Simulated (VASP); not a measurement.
# Ge in VASP: a series of runs, part 2 of 3

VASP 6.6.1.

**5. Single point, PBEsol (equal xy, yz and zx shear strains of +2 %)**

INCAR reads:

```
PREC = Accurate
ENCUT = 520
EDIFF = 1E-6
ISMEAR = -1
SIGMA = 0.05
LREAL = F
LASPH = T
NELM = 100
ALGO = Normal
ISIF = 2
LWAVE = F
LCHARG = F
GGA = PS
NBANDS = 21
```

KPOINTS reads:

```
regular mesh
0
Gamma
  11 11 11
```

POSCAR reads:

```
Ge
1.0
    0.0565754000      2.8570577000      2.8570577000
    2.8570577000      0.0565754000      2.8570577000
    2.8570577000      2.8570577000      0.0565754000
Ge
2
Direct
    0.5000000000      0.5000000000      0.5000000000
    0.7500000000      0.7500000000      0.7500000000
```

Potentials or basis: VASP PAW PBE potentials, release 64 (Ge_d).

Command:

```
$ cat potpaw_PBE.64/Ge_d/POTCAR > POTCAR
$ mpirun -np 1 vasp_std > vasp.out
```

OUTCAR:

```text
PREC = Accurate
   ENCUT = 520
   EDIFF = 1E-6
   ISMEAR = -1
   LREAL = F
   LASPH = T
   NELM = 100
   ISIF = 2
   GGA = PS

 ion  position               nearest neighbor table
   1  0.500  0.500  0.500-   2 2.43   2 2.43   2 2.43   2 2.50
   2  0.750  0.750  0.750-   1 2.43   1 2.43   1 2.43   1 2.50

  LATTYP: Found a trigonal (rhomboedric) cell.
 ALAT       =     4.0408858160
 COS(alpha) =     0.5197000882

  Lattice vectors:

 A1 = (   0.0565754000,   2.8570577000,   2.8570577000)
 A2 = (   2.8570577000,   0.0565754000,   2.8570577000)
 A3 = (   2.8570577000,   2.8570577000,   0.0565754000)

Analysis of symmetry for initial positions (statically):
=====================================================================
 Subroutine PRICEL returns:
 Original cell was already a primitive cell.

 Routine SETGRP: Setting up the symmetry group for a
 trigonal (rhombohedral) supercell.

 Subroutine GETGRP returns: Found 12 space group operations
 (whereof  6 operations were pure point group operations)
 out of a pool of 12 trial point group operations.

The static configuration has the point symmetry C_3v.
 The point group associated with its full space group is D_3d.

Analysis of symmetry for dynamics (positions and initial velocities):
=====================================================================
 Subroutine PRICEL returns:
 Original cell was already a primitive cell.

 Routine SETGRP: Setting up the symmetry group for a
 trigonal (rhombohedral) supercell.

 Subroutine GETGRP returns: Found 12 space group operations
 (whereof  6 operations were pure point group operations)
 out of a pool of 12 trial point group operations.

The dynamic configuration has the point symmetry C_3v.
 The point group associated with its full space group is D_3d.

 Subroutine INISYM returns: Found 12 space group operations
 (whereof  6 operations are pure point group operations),
 and found     1 'primitive' translations

----------------------------------------------------------------------------------------

                                     Primitive cell

  volume of cell :      45.2578

  direct lattice vectors                    reciprocal lattice vectors
     0.056575400  2.857057700  2.857057700    -0.180291074  0.176790276  0.176790276
     2.857057700  0.056575400  2.857057700     0.176790276 -0.180291074  0.176790276
     2.857057700  2.857057700  0.056575400     0.176790276  0.176790276 -0.180291074

  length of vectors
     4.040885816  4.040885816  4.040885816     0.308244180  0.308244180  0.308244180

  position of ions in fractional coordinates (direct lattice)
     0.500000000  0.500000000  0.500000000
     0.750000000  0.750000000  0.750000000

  ion indices of the primitive-cell ions
   primitive index   ion index
                 1           1
                 2           2

----------------------------------------------------------------------------------------

 KPOINTS: regular mesh

Automatic generation of k-mesh.
 Grid dimensions read from file:
 generate k-points for:   11   11   11

 Generating k-lattice:

  Cartesian coordinates                     Fractional coordinates (reciprocal lattice)
    -0.016390098  0.016071843  0.016071843     0.090909091  0.000000000  0.000000000
     0.016071843 -0.016390098  0.016071843     0.000000000  0.090909091  0.000000000
     0.016071843  0.016071843 -0.016390098     0.000000000  0.000000000  0.090909091

  Length of vectors
     0.028022198  0.028022198  0.028022198

  Shift w.r.t. Gamma in fractional coordinates (k-lattice)
     0.000000000  0.000000000  0.000000000

 Subroutine IBZKPT returns following result:
 ===========================================

 Found    146 irreducible k-points:

 Following reciprocal coordinates:
            Coordinates               Weight
  0.000000  0.000000  0.000000      1.000000
  0.090909  0.000000  0.000000      6.000000
  0.181818 -0.000000 -0.000000      6.000000
  0.272727  0.000000  0.000000      6.000000
  0.363636 -0.000000 -0.000000      6.000000
  0.454545  0.000000  0.000000      6.000000
[... 16 lines left out ...]
 -0.272727  0.181818  0.000000     12.000000
 -0.181818  0.181818  0.000000      6.000000
 [... further k-points ...]
   k-points           NKPTS =    146   k-points in BZ     NKDIM =    146   number of bands    NBANDS=     21
   number of dos      NEDOS =    301   number of ions     NIONS =      2
   total plane-waves  NPLWV =  27000
   dimension x,y,z NGX =    30 NGY =   30 NGZ =   30
   dimension x,y,z NGXF=    60 NGYF=   60 NGZF=   60
   ions per type =               2
   NGX,Y,Z   is equivalent  to a cutoff of  12.34, 12.34, 12.34 a.u.
   NGXF,Y,Z  is equivalent  to a cutoff of  24.68, 24.68, 24.68 a.u.
 SYSTEM =  unknown system
   PREC   = accura    normal or accurate (medium, high low for compatibility)
   ISTART =      0    job   : 0-new  1-cont  2-samecut
   ICHARG =      2    charge: 1-file 2-atom 10-const
   ISPIN  =      1    spin polarized calculation?
   LNONCOLLINEAR =      F non collinear calculations
   LSORBIT =      F    spin-orbit coupling
   LASPH  =      T    aspherical Exc in radial PAW
   ENCUT  =  520.0 eV  38.22 Ry    6.18 a.u.   7.51  7.51  7.51*2*pi/ulx,y,z
   NELM   =    100;   NELMIN=  2; NELMDL= -5     # of ELM steps
   EDIFF  = 0.1E-05   stopping-criterion for ELM
   LREAL  =      F    real-space projection
   EDIFFG = 0.1E-04   stopping-criterion for IOM
   NSW    =      0    number of steps for IOM
   IBRION =     -1    ionic relax: 0-MD 1-quasi-New 2-CG
   NFREE  =      0    steps in history (QN), initial steepest desc. (CG)
   ISIF   =      2    stress and relaxation
   ISYM   =      2    0-nonsym 1-usesym 2-fastsym
   POTIM  = 0.5000    time-step for ionic-motion
   TEBEG  =    0.0;   TEEND  =   0.0 temperature during run
   PSTRESS=    0.0 pullay stress
   NELECT =      28.0000    total number of electrons
   NUPDOWN=      -1.0000    fix difference up-down
   EMIN   =  10.00;   EMAX   =-10.00  energy-range for DOS
   EFERMI =   0.00;   METHOD = LEGACY
   ISMEAR =    -1;   SIGMA  =   0.05  broadening in eV -4-tet -1-fermi 0-gaus
   EFERMI_NEDOS =   21; number of points for ismear=-14 and -15
   IALGO  =     38    algorithm
   IMIX   =      4    mixing-type and parameters
     AMIX     =   0.40;   BMIX     =  1.00
     AMIX_MAG =   1.60;   BMIX_MAG =  1.00
  volume/ion in A,a.u.               =      22.63       152.71
  Fermi-wavevector in a.u.,A,eV,Ry     =   1.394964  2.636100 26.475913  1.945925
  Thomas-Fermi vector in A             =   2.518462
   LORBIT       =      0    0 simple, 1 ext, 2 COOP (PROOUT), +10 PAW based schemes
   GGA     = PS    functional components
   LHFCALC =     F    Hartree Fock is set to
   AEXX    =    0.0000 exact exchange contribution
   IVDW    =     0    specifies the selected vdW correction
   LEPSILON=     F    determine dielectric tensor
   LRPA    =     F    only Hartree local field effects (RPA)
 non-spin polarized calculation
  energy-cutoff  :      520.00
  volume of cell :       45.26
 maximum number of plane-waves:      1255
 NGX is ok and might be reduce to    30
   NGX = 15   NGY = 15   NGZ = 15

 number of electron      28.0000014 magnetization

 Free energy of the ion-electron system (eV)
  ---------------------------------------------------
  ext. energy  EPLUGINS =         0.00000000
  ---------------------------------------------------
  free energy    TOTEN  =        -9.85860160 eV

  energy without entropy =       -9.85789879  energy(sigma->0) =       -9.85825019

 E-fermi :   4.8620     XC(G=0): -10.1310

 val. band max:        4.8210427441   @ k =   0.0000   0.0000   0.0000
 cond. band min:       4.8853398621   @ k =   0.0000   0.0000   0.0000
 fundamental gap:      0.0642971180
 Fermi energy:         4.8620367987

 k-point     1 :       0.0000    0.0000    0.0000
  band No.  band energies     occupation
      1     -19.9096      2.00000
      2     -19.9096      2.00000
      3     -19.8783      2.00000
      4     -19.8625      2.00000
      5     -19.8625      2.00000
      6     -19.6704      2.00000
[... 13 lines left out ...]
     20      14.3552      0.00000
     21      14.3552      0.00000
[... 529 lines left out ...]
 k-point    24 :      -0.1818    0.1818    0.0000
  band No.  band energies     occupation
      1     -19.9335      2.00000
      2     -19.9120      2.00000
      3     -19.8864      2.00000
      4     -19.8300      2.00000
      5     -19.8078      2.00000
      6     -19.7052      2.00000
[... 13 lines left out ...]
     20      14.4978      0.00000
     21      14.7983      0.00000

 [... further k-points ...]

------------------------ aborting loop because EDIFF is reached ----------------------------------------

  FORCE on cell =-STRESS in cart. coord.  units (eV):
  Direction    XX          YY          ZZ          XY          YZ          ZX
  --------------------------------------------------------------------------------------
  -------------------------------------------------------------------------------------
  Total        0.1416101      0.1416101      0.1416101     -0.4510643     -0.4510643     -0.4510643
  in kB        5.0131576      5.0131576      5.0131576    -15.9681848    -15.9681848    -15.9681848
  external PRESSURE =       5.0131576 kB  Pullay stress =       0.0000000 kB

 VOLUME and BASIS-vectors are now :
 -----------------------------------------------------------------------------
  energy-cutoff  :      520.00
  volume of cell :       45.26
      direct lattice vectors                 reciprocal lattice vectors
     0.056575400  2.857057700  2.857057700    -0.180291074  0.176790276  0.176790276
     2.857057700  0.056575400  2.857057700     0.176790276 -0.180291074  0.176790276
     2.857057700  2.857057700  0.056575400     0.176790276  0.176790276 -0.180291074

 POSITION                                       TOTAL-FORCE (eV/Angst)
 -----------------------------------------------------------------------------------
      2.88535      2.88535      2.88535         0.154681      0.154681      0.154681
      4.32802      4.32802      4.32802        -0.154681     -0.154681     -0.154681
 -----------------------------------------------------------------------------------
    total drift:                                0.000000     -0.000000     -0.000000

  FREE ENERGIE OF THE ION-ELECTRON SYSTEM (eV)
  ---------------------------------------------------
  free  energy   TOTEN  =        -9.8586016017 eV

  energy  without entropy=       -9.8578987866  energy(sigma->0) =       -9.85825019
```

stdout:

```text
POSCAR found type information on POSCAR Ge
 POSCAR found :  1 types and       2 ions
 scaLAPACK will be used
 -----------------------------------------------------------------------------
|                                                                             |
|                                                                             |
|     You enforced a specific xc type in the INCAR file but a different       |
|     I HOPE YOU KNOW WHAT YOU ARE DOING!                                     |
|                                                                             |
 -----------------------------------------------------------------------------

 LDA part: xc-table for (Slater+PW92), standard interpolation
 POSCAR, INCAR and KPOINTS ok, starting setup
 FFT: planning ... GRIDC
 FFT: planning ... GRID_SOFT
 FFT: planning ... GRID
 WAVECAR not read
 entering main loop
```

Run time: 3 min. Hardware: 1 thread of AMD EPYC, shared host; peak memory 0.21 GiB.

Results:

| Quantity | Value |
| --- | --- |
| Free energy | -9.8586 eV |
| Pressure | 0.5 GPa |
| Largest force | 0.268 eV/Å |
| Band gap on the k mesh | zero (filled and empty bands touch) |

Forces in eV/Å, atoms in the order of the input:
```
Ge   0.155  0.155  0.155
Ge  -0.155 -0.155 -0.155
```

Levels at points of the mesh, in eV from the Fermi level:
```
           k point  band 12  band 13  band 14  band 15  band 16  band 17
(0.00, 0.00, 0.00)    -0.04    -0.04     0.02     0.02     2.29     2.69
```

Caveat: the cell differs from its parent crystal (equal xy, yz and zx shear strains of +2 %); semilocal functionals underestimate gaps, so a narrow gap can read as zero; the PAW data sets were made with another functional, which shifts forces and pressure a little.

[end of part 2 of 3]
